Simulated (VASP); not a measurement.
# Zn4HO4 (a cell with a defect) in VASP: single point with PBEsol

Aim: the single point of Zn4HO4 (a cell with a defect) with PBEsol.

Program: VASP 6.6.1. These are calculated values, not measurements. Logs are shortened: lines on timing, memory, paths and dates and some standing lists are left out, and cuts for length are marked.

## Step 1: The cell of the first run

The cell holds a defect, 9 atoms: a = 5.515 Å, b = 5.515 Å, c = 3.243 Å, α = 90.00°, β = 90.00°, γ = 90.00°.

## Step 2: Single point, PBEsol

Input file INCAR:

```
SYSTEM = Zn4HO4
PREC = Accurate ; ENCUT = 520
EDIFF = 1E-6 ; ISMEAR = 0
SIGMA = 0.05 ; LREAL = .False.
LASPH = .True. ; NELM = 60
ALGO = Normal ; ISIF = 2
LWAVE = .False. ; LCHARG = .False.
GGA = PS ; NBANDS = 46
```

Input file KPOINTS:

```
regular mesh
0
Gamma
  4 4 8
  0 0 0
```

Input file POSCAR:

```
Zn4HO4
1.0
    5.5148137916      0.0000000000      0.0000000000
    0.0000000000      5.5148137916      0.0000000000
    0.0000000000      0.0000000000      3.2430062931
Zn O H
4 4 1
Direct
    0.1820657240      0.1820657240      0.5000000000
    0.8179342760      0.8179342760      0.5000000000
    0.6820657240      0.3179342760      0.0000000000
    0.3179342760      0.6820657240      0.0000000000
    0.8180023132      0.1819976868      0.5000000000
    0.1819976868      0.8180023132      0.5000000000
    0.6819976868      0.6819976868      0.0000000000
    0.3180023132      0.3180023132      0.0000000000
    1.0000405349      0.0153310202      0.0000000000
```

Potentials or basis: VASP PAW PBE potentials, release 64 (Zn, O, H).

Run with:

```bash
$ cat potpaw_PBE.64/Zn/POTCAR potpaw_PBE.64/O/POTCAR potpaw_PBE.64/H/POTCAR > POTCAR
$ mpirun -np 1 vasp_std > vasp.out
```

OUTCAR:

```text
SYSTEM = Zn4HO4
   PREC = Accurate
   ENCUT = 520
   EDIFF = 1E-6
   ISMEAR = 0
   LREAL = .False.
   LASPH = .True.
   NELM = 60
   ISIF = 2
   GGA = PS

 ion  position               nearest neighbor table
   1  0.182  0.182  0.500-   8 1.94   8 1.94   5 2.01   6 2.01   2 2.84
   2  0.818  0.818  0.500-   7 1.94   7 1.94   5 2.01   6 2.01   1 2.84
   3  0.682  0.318  0.000-   5 1.94   5 1.94   8 2.01   7 2.01   4 2.84
   4  0.318  0.682  0.000-   6 1.94   6 1.94   8 2.01   7 2.01   3 2.84
   5  0.818  0.182  0.500-   3 1.94   3 1.94   1 2.01   2 2.01
   6  0.182  0.818  0.500-   4 1.94   4 1.94   1 2.01   2 2.01
   7  0.682  0.682  0.000-   2 1.94   2 1.94   4 2.01   3 2.01
   8  0.318  0.318  0.000-   1 1.94   1 1.94   4 2.01   3 2.01
   9  0.000  0.015  0.000-

  LATTYP: Found a simple tetragonal cell.
 ALAT       =     5.5148137916
 C/A-ratio  =     0.5880536344

  Lattice vectors:

 A1 = (   5.5148137916,   0.0000000000,   0.0000000000)
 A2 = (   0.0000000000,   5.5148137916,   0.0000000000)
 A3 = (   0.0000000000,   0.0000000000,   3.2430062931)

Analysis of symmetry for initial positions (statically):
=====================================================================
 Subroutine PRICEL returns:
 Original cell was already a primitive cell.

 Routine SETGRP: Setting up the symmetry group for a
 simple tetragonal supercell.

 Subroutine GETGRP returns: Found  2 space group operations
 (whereof  2 operations were pure point group operations)
 out of a pool of 16 trial point group operations.

The static configuration has the point symmetry C_1h.

Analysis of symmetry for dynamics (positions and initial velocities):
=====================================================================
 Subroutine PRICEL returns:
 Original cell was already a primitive cell.

 Routine SETGRP: Setting up the symmetry group for a
 simple tetragonal supercell.

 Subroutine GETGRP returns: Found  2 space group operations
 (whereof  2 operations were pure point group operations)
 out of a pool of 16 trial point group operations.

The dynamic configuration has the point symmetry C_1h.

 Subroutine INISYM returns: Found  2 space group operations
 (whereof  2 operations are pure point group operations),
 and found     1 'primitive' translations

----------------------------------------------------------------------------------------

                                     Primitive cell

[... 105 lines left out ...]
   LREAL  =      F    real-space projection
   EDIFFG = 0.1E-04   stopping-criterion for IOM
   NSW    =      0    number of steps for IOM
   IBRION =     -1    ionic relax: 0-MD 1-quasi-New 2-CG
   NFREE  =      0    steps in history (QN), initial steepest desc. (CG)
   ISIF   =      2    stress and relaxation
   ISYM   =      2    0-nonsym 1-usesym 2-fastsym
   POTIM  = 0.5000    time-step for ionic-motion
   TEBEG  =    0.0;   TEEND  =   0.0 temperature during run
   PSTRESS=    0.0 pullay stress
   NELECT =      73.0000    total number of electrons
   NUPDOWN=      -1.0000    fix difference up-down
   EMIN   =  10.00;   EMAX   =-10.00  energy-range for DOS
   EFERMI =   0.00;   METHOD = LEGACY
   ISMEAR =     0;   SIGMA  =   0.05  broadening in eV -4-tet -1-fermi 0-gaus
   EFERMI_NEDOS =   21; number of points for ismear=-14 and -15
   IALGO  =     38    algorithm
   IMIX   =      4    mixing-type and parameters
     AMIX     =   0.40;   BMIX     =  1.00
     AMIX_MAG =   1.60;   BMIX_MAG =  1.00
  volume/ion in A,a.u.               =      10.96        73.95
  Fermi-wavevector in a.u.,A,eV,Ry     =   1.480855  2.798411 29.836656  2.192932
  Thomas-Fermi vector in A             =   2.594838
   LORBIT       =      0    0 simple, 1 ext, 2 COOP (PROOUT), +10 PAW based schemes
   GGA     = PS    functional components
   LHFCALC =     F    Hartree Fock is set to
   AEXX    =    0.0000 exact exchange contribution
   IVDW    =     0    specifies the selected vdW correction
   LEPSILON=     F    determine dielectric tensor
   LRPA    =     F    only Hartree local field effects (RPA)
 non-spin polarized calculation
 Gauss-broadening in eV      SIGMA  =   0.05
  energy-cutoff  :      520.00
  volume of cell :       98.63
 maximum number of plane-waves:      2684
 NGX is ok and might be reduce to    42
   NGX = 21   NGY = 21   NGZ = 13

 number of electron      73.0000002 magnetization

 Free energy of the ion-electron system (eV)
  ---------------------------------------------------
  ext. energy  EPLUGINS =         0.00000000
  ---------------------------------------------------
  free energy    TOTEN  =       -39.36901646 eV

  energy without entropy =      -39.36783108  energy(sigma->0) =      -39.36842377

 E-fermi :   2.1549     XC(G=0): -11.1393

 val. band max:        2.1111468774   @ k =   0.0000   0.2500   0.2500
 cond. band min:       2.2314430895   @ k =  -0.2500   0.2500   0.3750
 fundamental gap:      0.1202962121
 Fermi energy:         2.1549166076

 k-point     1 :       0.0000    0.0000    0.0000
  band No.  band energies     occupation
      1     -17.1453      2.00000
      2     -16.3855      2.00000
      3     -16.3186      2.00000
      4     -16.2545      2.00000
      5      -6.1037      2.00000
      6      -5.2153      2.00000
[... 1165 lines left out ...]
     45      10.4040      0.00000
     46      10.4425      0.00000

 [... further k-points ...]
[... 5 lines left out ...]
  --------------------------------------------------------------------------------------
  -------------------------------------------------------------------------------------
  Total        2.2592997      2.2520685      3.2480437     -0.2320971      0.0000000      0.0000000
  in kB       36.7007484     36.5832827     52.7622072     -3.7702559      0.0000000      0.0000000
  external PRESSURE =      42.0154128 kB  Pullay stress =       0.0000000 kB

 VOLUME and BASIS-vectors are now :
 -----------------------------------------------------------------------------
  energy-cutoff  :      520.00
  volume of cell :       98.63
      direct lattice vectors                 reciprocal lattice vectors
     5.514813792  0.000000000  0.000000000     0.181329785  0.000000000  0.000000000
     0.000000000  5.514813792  0.000000000     0.000000000  0.181329785  0.000000000
     0.000000000  0.000000000  3.243006293     0.000000000  0.000000000  0.308355862

 POSITION                                       TOTAL-FORCE (eV/Angst)
 -----------------------------------------------------------------------------------
      1.00406      1.00406      1.62150        -0.014441     -0.063371      0.000000
      4.51076      4.51076      1.62150         0.048417      0.000162      0.000000
      3.76147      1.75335      0.00000        -0.012513      0.034890      0.000000
      1.75335      3.76147      0.00000        -0.011931      0.034197      0.000000
      4.51113      1.00368      1.62150        -0.404303      0.350890      0.000000
      1.00368      4.51113      1.62150         0.358982     -0.406653      0.000000
      3.76109      3.76109      0.00000        -0.159778     -0.182273      0.000000
      1.75372      1.75372      0.00000         0.221993      0.195613      0.000000
      0.00022      0.08455      0.00000        -0.026427      0.036546      0.000000
 -----------------------------------------------------------------------------------
    total drift:                                0.000068      0.000138      0.000000

  FREE ENERGIE OF THE ION-ELECTRON SYSTEM (eV)
  ---------------------------------------------------
  free  energy   TOTEN  =       -39.3690164618 eV

  energy  without entropy=      -39.3678310839  energy(sigma->0) =      -39.36842377
```

Run time: 2.5 min. Hardware: 1 thread of Intel Xeon 6975P-C (Granite Rapids), shared host; peak memory 0.3 GiB.

What came out:

```
Free energy   : -39.3690 eV
Pressure      : 4.2 GPa
Largest force : 0.542 eV/Å
```

Forces in eV/Å, atoms in the order of the input:
```
Zn  -0.014 -0.063  0.000
Zn   0.048  0.000  0.000
Zn  -0.013  0.035  0.000
Zn  -0.012  0.034  0.000
O   -0.404  0.351  0.000
O    0.359 -0.407  0.000
O   -0.160 -0.182  0.000
O    0.222  0.196  0.000
H   -0.026  0.037  0.000
```

Stress tensor (GPa, compression positive):
```
 3.67 -0.38  0.00
-0.38  3.66  0.00
 0.00  0.00  5.28
```

Levels at points of the mesh, in eV from the Fermi level:
```tsv
k point	band 35	band 36	band 37	band 38	band 39	band 40
(0.00, 0.00, 0.00)	-1.32	-1.32	-1.15	2.18	3.83	3.97
(0.50, 0.00, 0.00)	-1.59	-1.57	-0.49	1.93	3.50	4.67
(0.00, 0.50, 0.00)	-1.62	-1.55	-0.49	1.94	3.51	4.67
(0.50, 0.50, 0.00)	-1.92	-1.91	-0.54	3.07	3.33	3.44
(0.00, 0.00, 0.50)	-2.49	-2.49	0.33	4.56	4.78	6.73
(0.50, 0.00, 0.50)	-2.23	-2.20	0.41	4.58	4.60	5.53
(0.00, 0.50, 0.50)	-2.23	-2.20	0.41	4.58	4.60	5.53
(0.50, 0.50, 0.50)	-2.49	-2.45	-0.26	4.13	4.25	4.56
```

Caveat: the PAW data sets were made with another functional, which shifts forces and pressure a little; an odd number of electrons without spin polarisation forces a metal; a magnetic or distorted state may lie lower.
